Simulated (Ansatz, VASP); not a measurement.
SnO2: VASP beside Ansatz

File INCAR:

```
SYSTEM = SnO2
ALGO     = Normal         ! electronic algorithm
EDIFF    = 1E-7           ! SCF threshold, eV
ENCUT    = 520            ! plane-wave cutoff, eV
GGA      = PS             ! functional
ISIF     = 2              ! what is computed and relaxed
ISMEAR   = 0              ! smearing method
LASPH    = .True.         ! aspherical terms in the spheres
LCHARG   = .True.         ! write CHGCAR
LELF     = .True.         ! ELF
LREAL    = .False.        ! projectors in reciprocal space
LVHAR    = .True.       
LWAVE    = .False.        ! write WAVECAR
NBANDS   = 35             ! bands
NELM     = 80             ! most SCF steps
PREC     = Accurate       ! precision mode
SIGMA    = 0.02           ! smearing width, eV
```

The input KPOINTS:

```
k-points
0
Gamma
  6 6 8
  0 0 0
```

Contents of POSCAR:

```
SnO2
1.0
    4.8640307967      0.0000000000      0.0000000000
    0.0000000000      4.8654671216      0.0000000000
    0.0000000000      0.0000000000      3.1699651281
Sn O
2 4
Direct
    0.5000000000      0.5000000000      0.5000000000
    0.0000000000      0.0000000000      0.0000000000
    0.3064822176      0.3065766925      0.0000000000
    0.8064822176      0.1934233075      0.5000000000
    0.1935177824      0.8065766925      0.5000000000
    0.6935177824      0.6934233075      0.0000000000
```

Input for Ansatz:

```yaml
crystal:
  lattice:
    - [4.8640307967, 0.0, 0.0]
    - [0.0, 4.8654671216, 0.0]
    - [0.0, 0.0, 3.1699651281]
  atoms:
    - { symbol: Sn, position: [0.5, 0.5, 0.5] }
    - { symbol: Sn, position: [0.0, 0.0, 0.0] }
    - { symbol: O, position: [0.3064822176, 0.3065766925, 0.0] }
    - { symbol: O, position: [0.8064822176, 0.1934233075, 0.5] }
    - { symbol: O, position: [0.1935177824, 0.8065766925, 0.5] }
    - { symbol: O, position: [0.6935177824, 0.6934233075, 0.0] }
basis:
  ecutwfc: 420
kpoints:
  mp_grid: { grid: [6, 6, 8] }
  band_path: { path: [VBM, CBM], npoints: 2 }
hamiltonian:
  xc: pbesol
scf:
  occupations: { method: gaussian, width: 0.02 }
output:
  forces: true
  stress: true
  eigenvalues: true
checkpoint:
  read: start.run
  write: ck
  compress: false
  write_wavefunctions: false
  write_every: 100000
```

Alike in both runs: task single point; functional PBEsol; k mesh 6 × 6 × 8; occupations gaussian, width 0.02 eV; no spin polarisation.

|  | VASP | Ansatz |
| --- | --- | --- |
| version | VASP 6.6.1 | Ansatz 0.2.0 |
| potentials or method | VASP PAW PBE potentials, release 64 (Sn_d, O), cutoff 520 eV | scalar-relativistic, plane waves, PAW |
| valence electrons in the cell | 52 | 52 |

```tsv
	VASP	Ansatz	Ansatz less VASP
gap on the k mesh at the Fermi level (eV)	0.75	0.76	+0.007
least direct gap on the mesh (eV)	0.75	0.76	+0.007
pressure (GPa)	-3.0	-3.6	-0.60
traceless stress, the component that is largest in VASP (GPa)	3.82	3.57	-0.251
rms of the force components (eV/Å)	0.011	0.000	-0.0115
```

VASP's potentials were made for PBE, not for PBEsol. Atom by atom the forces differ by 0.011 eV/Å (rms over components).
